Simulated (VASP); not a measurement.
# BeCd2Se3 (P-4m2) in VASP: notebook

The runs below take BeCd2Se3 through single point, relaxation of cell and atoms, with PBE.

Program: VASP 6.6.1. These are calculated values, not measurements. Logs are shortened: lines on timing, memory, paths and dates and some standing lists are left out, and cuts for length are marked.

### 1 The cell of the first run

It takes space group P-4m2 (No. 115, tetragonal). Conventional cell: a = 3.887 Å, b = 3.887 Å, c = 8.447 Å, α = 90.00°, β = 90.00°, γ = 90.00°. Within 3.9 Å of Be (site symmetry -4m2) lie 8 Se at 2.75 to 3.72 Å and 4 Cd at 2.95 Å and 4 Be at 3.89 Å. Within 3.9 Å of Cd (site symmetry 2mm) lie 7 Se at 2.91 to 3.06 Å and 2 Be at 2.95 Å and 4 Cd at 3.89 Å. Within 3.9 Å of Se (site symmetry 2mm) lie 5 Cd at 2.91 to 3.06 Å and 10 Se at 3.47 to 3.89 Å and 2 Be at 3.72 Å. Se (site symmetry -4m2) has 4 Be at 2.75 Å and 4 Cd at 2.95 Å and 8 Se at 3.72 to 3.89 Å within 3.9 Å.

The cell was built from a structure type or drawn by symmetry, and may not be a known phase.

### 2 Single point, PBE

Contents of INCAR:

```
ALGO = Normal ; EDIFF = 1E-6
ENCUT = 520 ; GGA = PE
ISIF = 2 ; ISMEAR = 0
LASPH = T ; LCHARG = F
LREAL = F ; LWAVE = F
NBANDS = 31 ; NELM = 60
PREC = Accurate ; SIGMA = 0.1
```

Contents of KPOINTS:

```
k-points
0
Gamma
  4 4 2
```

Contents of POSCAR:

```
BeCd2Se3
1.0
    3.8874966100      0.0000000000      0.0000000000
    0.0000000000      3.8874966100      0.0000000000
    0.0000000000      0.0000000000      8.4467669900
Be Cd Se
1 2 3
Direct
    0.0000000000      0.0000000000      0.0000000000
    0.5000000000      0.0000000000      0.2626059900
    0.0000000000      0.5000000000      0.7373940100
    0.5000000000      0.0000000000      0.6250519800
    0.0000000000      0.5000000000      0.3749480200
    0.5000000000      0.5000000000      0.0000000000
```

Potentials or basis: VASP PAW PBE potentials, release 64 (Be, Cd, Se).

Started as:

```console
cat potpaw_PBE.64/Be/POTCAR potpaw_PBE.64/Cd/POTCAR potpaw_PBE.64/Se/POTCAR > POTCAR
mpirun -np 1 vasp_std > vasp.out
```

OUTCAR:

```text
EDIFF = 1E-6
   ENCUT = 520
   GGA = PE
   ISIF = 2
   ISMEAR = 0
   LASPH = T
   LREAL = F
   NELM = 60
   PREC = Accurate

 ion  position               nearest neighbor table
   1  0.000  0.000  0.000-   2 2.95   3 2.95   3 2.95   2 2.95
   2  0.500  0.000  0.263-   5 2.91   5 2.91   5 2.91   5 2.91   6 2.95   1 2.95   6 2.95   1 2.95
                             4 3.06
   3  0.000  0.500  0.737-   4 2.91   4 2.91   4 2.91   4 2.91   1 2.95   6 2.95   6 2.95   1 2.95
                             5 3.06
   4  0.500  0.000  0.625-   3 2.91   3 2.91   3 2.91   3 2.91   2 3.06
   5  0.000  0.500  0.375-   2 2.91   2 2.91   2 2.91   2 2.91   3 3.06
   6  0.500  0.500  0.000-   2 2.95   3 2.95   2 2.95   3 2.95

  LATTYP: Found a simple tetragonal cell.
 ALAT       =     3.8874966100
 C/A-ratio  =     2.1728036928

  Lattice vectors:

 A1 = (   3.8874966100,   0.0000000000,   0.0000000000)
 A2 = (   0.0000000000,   3.8874966100,   0.0000000000)
 A3 = (   0.0000000000,   0.0000000000,   8.4467669900)

Analysis of symmetry for initial positions (statically):
=====================================================================
 Subroutine PRICEL returns:
 Original cell was already a primitive cell.

 Routine SETGRP: Setting up the symmetry group for a
 simple tetragonal supercell.

 Subroutine GETGRP returns: Found  8 space group operations
 (whereof  8 operations were pure point group operations)
 out of a pool of 16 trial point group operations.

The static configuration has the point symmetry D_2d.

Analysis of symmetry for dynamics (positions and initial velocities):
=====================================================================
 Subroutine PRICEL returns:
 Original cell was already a primitive cell.

 Routine SETGRP: Setting up the symmetry group for a
 simple tetragonal supercell.

 Subroutine GETGRP returns: Found  8 space group operations
 (whereof  8 operations were pure point group operations)
 out of a pool of 16 trial point group operations.

The dynamic configuration has the point symmetry D_2d.

 Subroutine INISYM returns: Found  8 space group operations
 (whereof  8 operations are pure point group operations),
 and found     1 'primitive' translations

----------------------------------------------------------------------------------------

                                     Primitive cell

  volume of cell :     127.6529

  direct lattice vectors                    reciprocal lattice vectors
     3.887496610  0.000000000  0.000000000     0.257234951  0.000000000  0.000000000
     0.000000000  3.887496610  0.000000000     0.000000000  0.257234951  0.000000000
     0.000000000  0.000000000  8.446766990     0.000000000  0.000000000  0.118388491

  length of vectors
     3.887496610  3.887496610  8.446766990     0.257234951  0.257234951  0.118388491

  position of ions in fractional coordinates (direct lattice)
     0.000000000  0.000000000  0.000000000
     0.500000000  0.000000000  0.262605990
     0.000000000  0.500000000  0.737394010
     0.500000000  0.000000000  0.625051980
     0.000000000  0.500000000  0.374948020
     0.500000000  0.500000000  0.000000000

  ion indices of the primitive-cell ions
   primitive index   ion index
                 1           1
                 2           2
                 3           3
                 4           4
                 5           5
                 6           6

----------------------------------------------------------------------------------------

 KPOINTS: k-points

Automatic generation of k-mesh.
 Grid dimensions read from file:
 generate k-points for:    4    4    2

 Generating k-lattice:

  Cartesian coordinates                     Fractional coordinates (reciprocal lattice)
     0.064308738  0.000000000  0.000000000     0.250000000  0.000000000  0.000000000
     0.000000000  0.064308738  0.000000000     0.000000000  0.250000000  0.000000000
     0.000000000  0.000000000  0.059194246     0.000000000  0.000000000  0.500000000

  Length of vectors
     0.064308738  0.064308738  0.059194246

  Shift w.r.t. Gamma in fractional coordinates (k-lattice)
     0.000000000  0.000000000  0.000000000

 Subroutine IBZKPT returns following result:
 ===========================================

 Found     12 irreducible k-points:

 Following reciprocal coordinates:
            Coordinates               Weight
  0.000000  0.000000  0.000000      1.000000
  0.250000  0.000000  0.000000      4.000000
  0.500000  0.000000  0.000000      2.000000
  0.250000  0.250000  0.000000      4.000000
  0.500000  0.250000  0.000000      4.000000
  0.500000  0.500000  0.000000      1.000000
  0.000000  0.000000  0.500000      1.000000
  0.250000  0.000000  0.500000      4.000000
  0.500000  0.000000  0.500000      2.000000
  0.250000  0.250000  0.500000      4.000000
  0.500000  0.250000  0.500000      4.000000
  0.500000  0.500000  0.500000      1.000000
   k-points           NKPTS =     12   k-points in BZ     NKDIM =     12   number of bands    NBANDS=     31
   number of dos      NEDOS =    301   number of ions     NIONS =      6
   total plane-waves  NPLWV =  57600
   dimension x,y,z NGX =    30 NGY =   30 NGZ =   64
   dimension x,y,z NGXF=    60 NGYF=   60 NGZF=  128
   ions per type =               1   2   3
   NGX,Y,Z   is equivalent  to a cutoff of  12.83, 12.83, 12.60 a.u.
   NGXF,Y,Z  is equivalent  to a cutoff of  25.66, 25.66, 25.19 a.u.
 SYSTEM =  unknown system
   PREC   = accura    normal or accurate (medium, high low for compatibility)
   ISTART =      0    job   : 0-new  1-cont  2-samecut
   ICHARG =      2    charge: 1-file 2-atom 10-const
   ISPIN  =      1    spin polarized calculation?
   LNONCOLLINEAR =      F non collinear calculations
   LSORBIT =      F    spin-orbit coupling
   LASPH  =      T    aspherical Exc in radial PAW
   ENCUT  =  520.0 eV  38.22 Ry    6.18 a.u.   7.23  7.23 15.71*2*pi/ulx,y,z
   NELM   =     60;   NELMIN=  2; NELMDL= -5     # of ELM steps
   EDIFF  = 0.1E-05   stopping-criterion for ELM
   LREAL  =      F    real-space projection
   EDIFFG = 0.1E-04   stopping-criterion for IOM
   NSW    =      0    number of steps for IOM
   IBRION =     -1    ionic relax: 0-MD 1-quasi-New 2-CG
   NFREE  =      0    steps in history (QN), initial steepest desc. (CG)
   ISIF   =      2    stress and relaxation
   ISYM   =      2    0-nonsym 1-usesym 2-fastsym
   POTIM  = 0.5000    time-step for ionic-motion
   TEBEG  =    0.0;   TEEND  =   0.0 temperature during run
   PSTRESS=    0.0 pullay stress
   NELECT =      44.0000    total number of electrons
   NUPDOWN=      -1.0000    fix difference up-down
   EMIN   =  10.00;   EMAX   =-10.00  energy-range for DOS
   EFERMI =   0.00;   METHOD = LEGACY
   ISMEAR =     0;   SIGMA  =   0.10  broadening in eV -4-tet -1-fermi 0-gaus
   EFERMI_NEDOS =   21; number of points for ismear=-14 and -15
   IALGO  =     38    algorithm
   IMIX   =      4    mixing-type and parameters
     AMIX     =   0.40;   BMIX     =  1.00
     AMIX_MAG =   1.60;   BMIX_MAG =  1.00
  volume/ion in A,a.u.               =      21.28       143.57
  Fermi-wavevector in a.u.,A,eV,Ry     =   1.147842  2.169107 17.926245  1.317542
  Thomas-Fermi vector in A             =   2.284520
   LORBIT       =      0    0 simple, 1 ext, 2 COOP (PROOUT), +10 PAW based schemes
   GGA     = PE    functional components
   LHFCALC =     F    Hartree Fock is set to
   AEXX    =    0.0000 exact exchange contribution
   IVDW    =     0    specifies the selected vdW correction
   LEPSILON=     F    determine dielectric tensor
   LRPA    =     F    only Hartree local field effects (RPA)
 non-spin polarized calculation
 Gauss-broadening in eV      SIGMA  =   0.10
  energy-cutoff  :      520.00
  volume of cell :      127.65
 maximum number of plane-waves:      3464
 NGX is ok and might be reduce to    30
   NGX = 15   NGY = 15   NGZ = 31

 number of electron      43.9999994 magnetization

 Free energy of the ion-electron system (eV)
  ---------------------------------------------------
  ext. energy  EPLUGINS =         0.00000000
  ---------------------------------------------------
  free energy    TOTEN  =       -14.79213769 eV

  energy without entropy =      -14.76579500  energy(sigma->0) =      -14.77896634

 E-fermi :   3.2128     XC(G=0): -10.0839

 val. band max:        3.1861843095   @ k =   0.5000   0.2500   0.0000
 cond. band min:       3.2682870242   @ k =   0.5000   0.0000   0.5000
 fundamental gap:      0.0821027148
 Fermi energy:         3.2127626838

 k-point     1 :       0.0000    0.0000    0.0000
  band No.  band energies     occupation
      1     -10.5558      2.00000
      2      -9.6760      2.00000
      3      -8.8052      2.00000
      4      -5.2223      2.00000
      5      -5.2125      2.00000
      6      -5.1769      2.00000
[... 23 lines left out ...]
     30       9.0201      0.00000
     31      10.3258      0.00000

 k-point     2 :       0.2500    0.0000    0.0000
  band No.  band energies     occupation
      1     -10.3041      2.00000
      2      -9.4348      2.00000
      3      -8.7220      2.00000
      4      -5.2391      2.00000
      5      -5.2112      2.00000
      6      -5.1388      2.00000
[... 23 lines left out ...]
     30       9.6278      0.00000
     31       9.8806      0.00000

 k-point     3 :       0.5000    0.0000    0.0000
  band No.  band energies     occupation
      1     -10.0146      2.00000
      2      -8.9366      2.00000
      3      -8.8877      2.00000
      4      -5.2652      2.00000
      5      -5.2141      2.00000
      6      -5.1546      2.00000
[... 295 lines left out ...]
     30       9.9583      0.00000
     31      10.2576      0.00000

 k-point    12 :       0.5000    0.5000    0.5000
  band No.  band energies     occupation
      1      -9.5960      2.00000
      2      -8.7654      2.00000
      3      -8.7654      2.00000
      4      -5.2815      2.00000
      5      -5.2344      2.00000
      6      -5.1938      2.00000
[... 23 lines left out ...]
     30      10.3664      0.00000
     31      10.5825      0.00000

------------------------ aborting loop because EDIFF is reached ----------------------------------------

  FORCE on cell =-STRESS in cart. coord.  units (eV):
  Direction    XX          YY          ZZ          XY          YZ          ZX
  --------------------------------------------------------------------------------------
  -------------------------------------------------------------------------------------
  Total       -2.2198033     -2.2198033      2.0885294      0.0000000      0.0000000      0.0000000
  in kB      -27.8608598    -27.8608598     26.2132349      0.0000000      0.0000000      0.0000000
  external PRESSURE =      -9.8361615 kB  Pullay stress =       0.0000000 kB

 VOLUME and BASIS-vectors are now :
 -----------------------------------------------------------------------------
  energy-cutoff  :      520.00
  volume of cell :      127.65
      direct lattice vectors                 reciprocal lattice vectors
     3.887496610  0.000000000  0.000000000     0.257234951  0.000000000  0.000000000
     0.000000000  3.887496610  0.000000000     0.000000000  0.257234951  0.000000000
     0.000000000  0.000000000  8.446766990     0.000000000  0.000000000  0.118388491

 POSITION                                       TOTAL-FORCE (eV/Angst)
 -----------------------------------------------------------------------------------
      0.00000      0.00000      0.00000         0.000000     -0.000000      0.000000
      1.94375      0.00000      2.21817         0.000000     -0.000000      0.787939
      0.00000      1.94375      6.22860        -0.000000     -0.000000     -0.787939
      1.94375      0.00000      5.27967         0.000000     -0.000000      0.333634
      0.00000      1.94375      3.16710         0.000000     -0.000000     -0.333634
      1.94375      1.94375      0.00000         0.000000      0.000000      0.000000
 -----------------------------------------------------------------------------------
    total drift:                                0.000000      0.000000      0.000000

  FREE ENERGIE OF THE ION-ELECTRON SYSTEM (eV)
  ---------------------------------------------------
  free  energy   TOTEN  =       -14.7921376885 eV

  energy  without entropy=      -14.7657949962  energy(sigma->0) =      -14.77896634
```

Run time: 45 s. Hardware: 1 thread of Intel Xeon Platinum 8259CL at 2.50GHz (Skylake/Cascade Lake), shared host; peak memory 0.24 GiB.

What came out:

```
Free energy            : -14.7921 eV
Pressure               : -1.0 GPa
Largest force          : 0.788 eV/Å
Band gap on the k mesh : zero (bands 22 and 23 overlap by 0.80 eV)
```

Forces on the atoms (eV/Å):
```
Be   0.000  0.000  0.000
Cd   0.000  0.000  0.788
Cd   0.000  0.000 -0.788
Se   0.000  0.000  0.334
Se   0.000  0.000 -0.334
Se   0.000  0.000  0.000
```

Stress tensor (GPa, compression positive):
```
-2.79  0.00  0.00
 0.00 -2.79  0.00
 0.00  0.00  2.62
```

Caveat: the k points lie up to 0.40 Å⁻¹ apart, too coarse for converged energies and pressures of a metal.

(Continued in part 2 of 3.)
